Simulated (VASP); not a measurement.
# SiC (F-43m) in VASP: vibrations by perturbation theory with LDA

Aim: the vibrations by perturbation theory of SiC with LDA.

Program: VASP 6.6.1. These are calculated values, not measurements. Logs are shortened: lines on timing, memory, paths and dates and some standing lists are left out, and cuts for length are marked.

### 1 The cell of the first run

It takes space group F-43m (No. 216, cubic). Conventional cell: a = 4.357 Å, b = 4.357 Å, c = 4.357 Å, α = 90.00°, β = 90.00°, γ = 90.00°. Within 2.5 Å of Si (site symmetry -43m) lie 4 C at 1.89 Å. Within 2.5 Å of C (site symmetry -43m) lie 4 Si at 1.89 Å.

### 2 Vibrations by perturbation theory, LDA

Contents of INCAR:

```
SYSTEM = SiC
PREC = Accurate
ENCUT = 520
EDIFF = 1E-8
ISMEAR = 0
SIGMA = 0.01
LREAL = .False.
LASPH = .True.
NELM = 60
ALGO = Normal
ISIF = 2
LWAVE = .False.
LCHARG = .True.
GGA = CA
NBANDS = 11
IBRION = 8
NSW = 1
LEPSILON = .True.
```

Contents of KPOINTS:

```
Automatic mesh
0
Gamma
  10 10 10
  0 0 0
```

Contents of POSCAR:

```
SiC
1.0
    0.0000000000      2.1783082557      2.1783082557
    2.1783082557      0.0000000000      2.1783082557
    2.1783082557      2.1783082557      0.0000000000
Si C
1 1
Direct
    0.7500000000      0.7500000000      0.7500000000
    0.0000000000      0.0000000000      0.0000000000
```

Potentials or basis: VASP PAW LDA potentials, release 64 (Si, C).

Launch:

```bash
$ cat potpaw_LDA.64/Si/POTCAR potpaw_LDA.64/C/POTCAR > POTCAR
$ mpirun -np 1 vasp_std > vasp.out
```

OUTCAR:

```text
SYSTEM = SiC
   PREC = Accurate
   ENCUT = 520
   EDIFF = 1E-8
   ISMEAR = 0
   LREAL = .False.
   LASPH = .True.
   NELM = 60
   ISIF = 2
   GGA = CA
   IBRION = 8
   NSW = 1
   LEPSILON = .True.

 ion  position               nearest neighbor table
   1  0.750  0.750  0.750-   2 1.89   2 1.89   2 1.89   2 1.89
   2  0.000  0.000  0.000-   1 1.89   1 1.89   1 1.89   1 1.89

  LATTYP: Found a face centered cubic cell.
 ALAT       =     4.3566165114

  Lattice vectors:

 A1 = (   0.0000000000,   2.1783082557,   2.1783082557)
 A2 = (   2.1783082557,   0.0000000000,   2.1783082557)
 A3 = (   2.1783082557,   2.1783082557,   0.0000000000)

Analysis of symmetry for initial positions (statically):
=====================================================================
 Subroutine PRICEL returns:
 Original cell was already a primitive cell.

 Routine SETGRP: Setting up the symmetry group for a
 face centered cubic supercell.

 Subroutine GETGRP returns: Found 24 space group operations
 (whereof 24 operations were pure point group operations)
 out of a pool of 48 trial point group operations.

The static configuration has the point symmetry T_d .

Analysis of symmetry for dynamics (positions and initial velocities):
=====================================================================
 Subroutine PRICEL returns:
 Original cell was already a primitive cell.

 Routine SETGRP: Setting up the symmetry group for a
 face centered cubic supercell.

 Subroutine GETGRP returns: Found 24 space group operations
 (whereof 24 operations were pure point group operations)
 out of a pool of 48 trial point group operations.

The dynamic configuration has the point symmetry T_d .

 Subroutine INISYM returns: Found 24 space group operations
 (whereof 24 operations are pure point group operations),
 and found     1 'primitive' translations

[... 568 lines left out ...]
     0.00000 -7.67483  0.00343

 MACROSCOPIC STATIC DIELECTRIC TENSOR (including local field effects in DFT)
 ------------------------------------------------------
           7.019448    -0.000000     0.000000
          -0.000000     7.019448    -0.000000
          -0.000000    -0.000000     7.019448
 ------------------------------------------------------

 PIEZOELECTRIC TENSOR (including local field effects)  for field in x, y, z        (e  Angst)
          XX          YY          ZZ          XY          YZ          ZX
  --------------------------------------------------------------------------------
  x    -0.00000     0.00000     0.00000     0.00000    -1.26225     0.00000
  y     0.00000     0.00000     0.00000     0.00000     0.00000    -1.26225
  z    -0.00000    -0.00000    -0.00000    -1.26225     0.00000     0.00000

 PIEZOELECTRIC TENSOR (including local field effects)  for field in x, y, z        (C/m^2)
          XX          YY          ZZ          XY          YZ          ZX
  --------------------------------------------------------------------------------
  x    -0.00000     0.00000     0.00000     0.00000    -0.97829     0.00000
  y     0.00000     0.00000     0.00000     0.00000     0.00000    -0.97829
  z    -0.00000    -0.00000    -0.00000    -0.97829     0.00000     0.00000

 BORN EFFECTIVE CHARGES (including local field effects) (in |e|, cummulative output)
 ---------------------------------------------------------------------------------
 ion    1
    1     2.70173     0.00000     0.00000
    2    -0.00000     2.70173    -0.00000
    3     0.00000     0.00000     2.70173
 ion    2
    1    -2.70173     0.00000     0.00000
    2     0.00000    -2.70173     0.00000
    3     0.00000     0.00000    -2.70173

 INTERNAL STRAIN TENSOR FOR ION    2 for displacements in x,y,z  (eV/Angst):
          X           Y           Z          XY          YZ          ZX
  --------------------------------------------------------------------------------
  x    -0.00000     0.00000     0.00000     0.00000    -7.67483     0.00000
  y     0.00000    -0.00000     0.00000     0.00000     0.00000    -7.67483
  z     0.00000     0.00000    -0.00000    -7.67483     0.00000     0.00000

 SECOND DERIVATIVES (NOT SYMMETRIZED)
 ------------------------------------
               1X          1Y          1Z          2X          2Y          2Z
  1X   -18.858606    0.000000    0.000000   18.858606    0.000000    0.000000
  1Y     0.000000  -18.858606    0.000000    0.000000   18.858606    0.000000
  1Z     0.000000    0.000000  -18.858606    0.000000    0.000000   18.858606
  2X    18.861086    0.000000    0.000000  -18.861086    0.000000    0.000000
  2Y     0.000000   18.861086    0.000000    0.000000  -18.861086    0.000000
  2Z     0.000000    0.000000   18.861086    0.000000    0.000000  -18.861086

 Eigenvectors and eigenvalues of the dynamical matrix
 ----------------------------------------------------

   1 f  =   23.407188 THz   147.071702 2PiTHz  780.779763 cm-1    96.804309 meV
             X         Y         Z           dx          dy          dz
      3.267462  3.267462  3.267462     0.000000    0.547292    0.000000
      0.000000  0.000000  0.000000     0.000000   -0.836942    0.000000
[... 21 lines left out ...]
   6 f/i=    0.000705 THz     0.004430 2PiTHz    0.023520 cm-1     0.002916 meV
             X         Y         Z           dx          dy          dz
      3.267462  3.267462  3.267462     0.000000    0.000000    0.836942
      0.000000  0.000000  0.000000     0.000000    0.000000    0.547292

--------------------------------------------------------------------------------------------------------

 MACROSCOPIC STATIC DIELECTRIC TENSOR IONIC CONTRIBUTION
 ------------------------------------------------------
           3.387857    -0.000000     0.000000
          -0.000000     3.387857    -0.000000
           0.000000    -0.000000     3.387857
 ------------------------------------------------------

 ELASTIC MODULI CONTR FROM IONIC RELAXATION (kBar)
 Direction    XX          YY          ZZ          XY          YZ          ZX
 --------------------------------------------------------------------------------
 XX          -0.0000     -0.0000     -0.0000     -0.0000     -0.0000     -0.0000
 YY          -0.0000     -0.0000     -0.0000     -0.0000     -0.0000     -0.0000
 ZZ          -0.0000     -0.0000     -0.0000     -0.0000     -0.0000     -0.0000
 XY          -0.0000     -0.0000     -0.0000   -219.5363      0.0000      0.0000
 YZ          -0.0000     -0.0000     -0.0000      0.0000   -219.5363      0.0000
 ZX          -0.0000     -0.0000     -0.0000      0.0000      0.0000   -219.5363
 --------------------------------------------------------------------------------

 PIEZOELECTRIC TENSOR IONIC CONTR  for field in x, y, z        (C/m^2)
          XX          YY          ZZ          XY          YZ          ZX
  --------------------------------------------------------------------------------
  x     0.00000     0.00000     0.00000     0.00000     0.81150     0.00000
  y     0.00000     0.00000     0.00000    -0.00000    -0.00000     0.81150
  z     0.00000     0.00000     0.00000     0.81150     0.00000     0.00000
```

Wall time 2.5 min (1 thread of Intel Xeon 8259CL, shared host); peak memory 0.21 GiB.

Results:

```
Electronic dielectric tensor (diagonal)                 : 7.02
Born charges (mean of the diagonal)                     : Si +2.70; C -2.70 e
Highest phonon frequency at Γ, LO-TO splitting left out : 781 cm⁻¹
```

Phonon frequencies in cm⁻¹ (negative: imaginary):
| q point | frequencies |
| --- | --- |
| (0.000, 0.000, 0.000) | 0 0 0 781 781 781 |

Electronic dielectric tensor:
```
7.02 0.00 0.00
0.00 7.02 0.00
0.00 0.00 7.02
```

Born effective charge tensors (e):
atom 1, Si
```
2.70 0.00 0.00
0.00 2.70 0.00
0.00 0.00 2.70
```
atom 2, C
```
-2.70  0.00  0.00
 0.00 -2.70  0.00
 0.00  0.00 -2.70
```

Caveat: the cell stands under pressure or tension, which shifts response properties.
